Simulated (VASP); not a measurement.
A run of VASP 6.6.1 is set up as follows.

POSCAR

```
HCl
1.0
    0.0000000000      2.6964375000      2.7785625000
    2.6964375000      0.0000000000      2.7785625000
    2.6964375000      2.6964375000      0.0000000000
H Cl
1 1
Direct
    0.0000000000      0.0000000000      0.0000000000
    0.5000000000      0.5000000000      0.5000000000
```

Contents of INCAR.step1:

```
PREC = Accurate
ENCUT = 520
ISMEAR = 0
SIGMA = 0.15
LREAL = False
LASPH = True
NELM = 60
NBANDS = 11
GGA = PE
ALGO = Normal
EDIFF = 1E-4
LWAVE = True
LCHARG = False
```

File INCAR.step2:

```
PREC = Accurate
ENCUT = 520
EDIFF = 1E-6
ISMEAR = 0
SIGMA = 0.15
LREAL = False
LASPH = True
NELM = 60
ALGO = Normal
ISIF = 2
LWAVE = False
LCHARG = True
METAGGA = R2SCAN
LMIXTAU = True
LELF = True
LVHAR = True
NBANDS = 11
ISTART = 1
```

KPOINTS

```
Automatic mesh
0
Gamma
  16 16 16
```

Potentials or basis: VASP PAW PBE potentials, release 64 (H, Cl).

The run is started by

```sh
$ cat potpaw_PBE.64/H/POTCAR potpaw_PBE.64/Cl/POTCAR > POTCAR
$ cp INCAR.step1 INCAR
$ mpirun -np 1 vasp_std > vasp.out
$ cp INCAR.step2 INCAR
$ mpirun -np 1 vasp_std > vasp.out
```

Problem. What does it give for the band gap on the k mesh?

Solution. Zero (band 4 reaches -2.49 eV, above the bottom of band 5 at -2.52 eV).

Problem. Estimate the pressure.

Solution. -10.2 GPa.

Stress tensor (GPa, compression positive):
```
-11.04   0.00   0.00
  0.00 -11.04   0.00
  0.00   0.00  -8.56
```

Caveat: the cell differs from its parent crystal (strain -0.015 along x and y, +0.015 along z); the PAW data sets were made with another functional, which shifts forces and pressure a little.
